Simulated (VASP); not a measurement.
A run of VASP 6.6.1 is set up as follows.

Contents of INCAR:

```
PREC = Accurate
ENCUT = 520
EDIFF = 1E-6
ISMEAR = 0
SIGMA = 0.05
LREAL = False
LASPH = True
NELM = 150
ALGO = Normal
ISIF = 2
LWAVE = False
LCHARG = False
ISPIN = 2
MAGMOM = 0 0 0 0 2 0 0 0 0
LORBIT = 11
LDIPOL = True
IDIPOL = 3
DIPOL = 0.5 0.5 0.356
GGA = PE
NBANDS = 32
```

Contents of KPOINTS:

```
Automatic mesh
0
Gamma
  9 9 1
```

File POSCAR:

```
Si4C5
1.0
    3.0920147208      0.0000000000      0.0000000000
   -1.5460073604      2.6777632971      0.0000000000
    0.0000000000      0.0000000000     25.2337106667
C Si
5 4
Direct
    0.3333333333      0.6666666667      0.1585181051
    0.6666666667      0.3333333333      0.2590546646
    0.3333333333      0.6666666667      0.3607902149
    0.6666666667      0.3333333333      0.4623551549
    0.6666666667      0.3333333333      0.6286713388
    0.6666666667      0.3333333333      0.1834768895
    0.3333333333      0.6666666667      0.2840134490
    0.6666666667      0.3333333333      0.3842867907
    0.3333333333      0.6666666667      0.4848161584
```

Potentials or basis: VASP PAW PBE potentials, release 64 (C, Si).

The run is started by

```bash
$ cat potpaw_PBE.64/C/POTCAR potpaw_PBE.64/Si/POTCAR > POTCAR
$ mpirun -np 1 vasp_std > vasp.out
```

Q: Predict the largest force.

A: 2.923 eV/Å.

Q: What does it give for the site moments?

A: C -0.00, +0.01, +0.49 (each value once); Si +0.00, +0.06 (each value once) μB.

Q: Estimate the net moment.

A: 1.21 μB per cell.

Forces in eV/Å, atoms in the order of the input:
```
C    0.000  0.000  2.351
C    0.000  0.000  1.282
C    0.000  0.000  0.090
C    0.000  0.000  0.102
C    0.000  0.000 -0.448
Si   0.000  0.000 -2.923
Si   0.000  0.000 -0.765
Si   0.000  0.000  0.000
Si   0.000  0.000  0.311
```

Caveat: a moment this small can come from the mesh or the smearing.
